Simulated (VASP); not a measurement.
# InP (I-4m2) in VASP: further runs, part 2 of 2

VASP 6.6.1.

## (4) Single point, r2SCAN (strain +0.030 along x and y, +0.000 along z)

Input file POSCAR:

```
InP
1.0
    0.0000000000      3.0421759819      2.9535689145
    3.0421759819      0.0000000000      2.9535689145
    3.0421759819      3.0421759819      0.0000000000
In P
1 1
Direct
    0.0000000000      0.0000000000      0.0000000000
    0.7500000000      0.7500000000      0.7500000000
```

Input file INCAR.step1:

```
SYSTEM = InP
PREC     = Accurate       ! precision mode
ENCUT    = 520            ! plane-wave cutoff, eV
ISMEAR   = 0              ! smearing method
SIGMA    = 0.05           ! smearing width, eV
LREAL    = .False.        ! projectors in reciprocal space
LASPH    = .True.         ! aspherical terms in the spheres
NELM     = 60             ! most SCF steps
NBANDS   = 16             ! bands
GGA      = PE             ! functional
ALGO     = Normal         ! electronic algorithm
EDIFF    = 1E-4           ! SCF threshold, eV
LWAVE    = .True.         ! write WAVECAR
LCHARG   = .False.        ! write CHGCAR
```

Input file INCAR.step2:

```
SYSTEM = InP
PREC     = Accurate       ! precision mode
ENCUT    = 520            ! plane-wave cutoff, eV
EDIFF    = 1E-7           ! SCF threshold, eV
ISMEAR   = 0              ! smearing method
SIGMA    = 0.05           ! smearing width, eV
LREAL    = .False.        ! projectors in reciprocal space
LASPH    = .True.         ! aspherical terms in the spheres
NELM     = 60             ! most SCF steps
ALGO     = Normal         ! electronic algorithm
ISIF     = 2              ! what is computed and relaxed
LWAVE    = .False.        ! write WAVECAR
LCHARG   = .True.         ! write CHGCAR
METAGGA  = R2SCAN         ! meta-GGA
LMIXTAU  = .True.       
LELF     = .True.         ! ELF
LVHAR    = .True.       
NBANDS   = 16             ! bands
ISTART   = 1
```

Input file KPOINTS:

```
Automatic mesh
0
Gamma
  8 8 8
  0 0 0
```

Potentials or basis: VASP PAW PBE potentials, release 64 (In_d, P).

Command:

```sh
$ cat potpaw_PBE.64/In_d/POTCAR potpaw_PBE.64/P/POTCAR > POTCAR
$ cp INCAR.step1 INCAR
$ mpirun -np 1 vasp_std > vasp.out
$ cp INCAR.step2 INCAR
$ mpirun -np 1 vasp_std > vasp.out
```

OUTCAR:

```text
SYSTEM = InP
   PREC = Accurate
   ENCUT = 520
   EDIFF = 1E-7
   ISMEAR = 0
   LREAL = .False.
   LASPH = .True.
   NELM = 60
   ISIF = 2
   METAGGA = R2SCAN
   ISTART = 1

 ion  position               nearest neighbor table
   1  0.000  0.000  0.000-   2 2.61   2 2.61   2 2.61   2 2.61
   2  0.750  0.750  0.750-   1 2.61   1 2.61   1 2.61   1 2.61

  LATTYP: Found a body centered tetragonal cell.
 ALAT       =     4.3022865327
 C/A-ratio  =     1.3730228761

  Lattice vectors:

 A1 = (   0.0000000000,  -3.0421759819,  -2.9535689145)
 A2 = (   0.0000000000,   3.0421759819,  -2.9535689145)
 A3 = (   3.0421759819,   0.0000000000,   2.9535689145)

Analysis of symmetry for initial positions (statically):
=====================================================================
 Subroutine PRICEL returns:
 Original cell was already a primitive cell.

 Routine SETGRP: Setting up the symmetry group for a
 body centered tetragonal supercell.

 Subroutine GETGRP returns: Found  8 space group operations
 (whereof  8 operations were pure point group operations)
 out of a pool of 16 trial point group operations.

The static configuration has the point symmetry D_2d.

Analysis of symmetry for dynamics (positions and initial velocities):
[... 162 lines left out ...]
 cond. band min:       4.8243500251   @ k =   0.0000   0.0000   0.0000
 fundamental gap:      0.5922025745
 Fermi energy:         4.5170282460

 k-point     1 :       0.0000    0.0000    0.0000
  band No.  band energies     occupation
      1     -10.3834      2.00000
      2     -10.3834      2.00000
      3     -10.3715      2.00000
      4     -10.2453      2.00000
      5     -10.2384      2.00000
      6      -7.3027      2.00000
[... 433 lines left out ...]
      3     -10.3394      2.00000
      4     -10.2456      2.00000
      5     -10.2311      2.00000
      6      -6.1703      2.00000
[... 8 lines left out ...]
     15      14.3409      0.00000
     16      14.6680      0.00000

 [... further k-points ...]

------------------------ aborting loop because EDIFF is reached ----------------------------------------

  FORCE on cell =-STRESS in cart. coord.  units (eV):
  Direction    XX          YY          ZZ          XY          YZ          ZX
  --------------------------------------------------------------------------------------
  -------------------------------------------------------------------------------------
  Total       -1.3904115     -1.3904115     -0.9507149      0.0000000     -0.0000000      0.0000000
  in kB      -40.7481761    -40.7481761    -27.8621811      0.0000000     -0.0000000      0.0000000
  external PRESSURE =     -36.4528445 kB  Pullay stress =       0.0000000 kB

 VOLUME and BASIS-vectors are now :
 -----------------------------------------------------------------------------
  energy-cutoff  :      520.00
  volume of cell :       54.67
      direct lattice vectors                 reciprocal lattice vectors
     0.000000000  3.042175982  2.953568914    -0.164356041  0.164356041  0.169286722
     3.042175982  0.000000000  2.953568914     0.164356041 -0.164356041  0.169286722
     3.042175982  3.042175982  0.000000000     0.164356041  0.164356041 -0.169286722

 POSITION                                       TOTAL-FORCE (eV/Angst)
 -----------------------------------------------------------------------------------
      0.00000      0.00000      0.00000         0.000000      0.000000      0.000000
      4.56326      4.56326      4.43035        -0.000000     -0.000000      0.000000
 -----------------------------------------------------------------------------------
    total drift:                               -0.000001     -0.000001      0.000009

  FREE ENERGIE OF THE ION-ELECTRON SYSTEM (eV)
  ---------------------------------------------------
  free  energy   TOTEN  =       -32.2553537449 eV

  energy  without entropy=      -32.2553537449  energy(sigma->0) =      -32.25535374
```

OUTCAR.step1:

```text
SYSTEM = InP
   PREC = Accurate
   ENCUT = 520
   ISMEAR = 0
   LREAL = .False.
   LASPH = .True.
[... 678 lines left out ...]
      0.00000      0.00000      0.00000         0.000000      0.000000     -0.000000
      4.56326      4.56326      4.43035        -0.000000     -0.000000      0.000000
 -----------------------------------------------------------------------------------
    total drift:                                0.000000      0.000000      0.000000

  FREE ENERGIE OF THE ION-ELECTRON SYSTEM (eV)
  ---------------------------------------------------
  free  energy   TOTEN  =        -8.3918818145 eV

  energy  without entropy=       -8.3918766113  energy(sigma->0) =       -8.39187921
```

It took 89 s on 1 thread of Intel Xeon Platinum 8559C (Emerald Rapids), shared host; peak memory 0.21 GiB.

Results:

```
Free energy            : -32.2554 eV
Pressure               : -3.6 GPa
Band gap on the k mesh : 0.59 eV
```

Caveat: the cell differs from its parent crystal (strain +0.030 along x and y, +0.000 along z); the cell stands under tension; semilocal functionals underestimate gaps, and a narrow one can read as zero; the PAW data sets were made with another functional, which shifts forces and pressure a little; spin-orbit coupling is left out, which moves the levels of the heavy elements.

## (5) Summary

| cell | gap on the mesh (eV) | pressure (GPa) |
| --- | --- | --- |
| a = 4.179, b = 4.179, c = 4.302 Å, angles 59.0, 59.0, 62.0°, 2 atoms | 0.67 | -2.0 |
| a = 4.209, b = 4.209, c = 4.302 Å, angles 59.3, 59.3, 61.5°, 2 atoms | 0.63 | -2.9 |
| a = 4.240, b = 4.240, c = 4.302 Å, angles 59.5, 59.5, 61.0°, 2 atoms | 0.59 | -3.6 |

Alike in all rows: task single point; level r2SCAN; potentials or basis VASP PAW PBE potentials, release 64 (In_d, P); no spin polarisation; k mesh 8 × 8 × 8; cutoff (eV) 520; smearing gaussian 0.05 eV.

Caveats: semilocal functionals underestimate gaps, and a narrow one can read as zero; the PAW data sets were made with another functional, which shifts forces and pressure a little; spin-orbit coupling is left out, which moves the levels of the heavy elements; the cell stands under tension (at least some runs).

Total energies depend on the potentials used, so only differences within one code and one set of settings carry meaning.
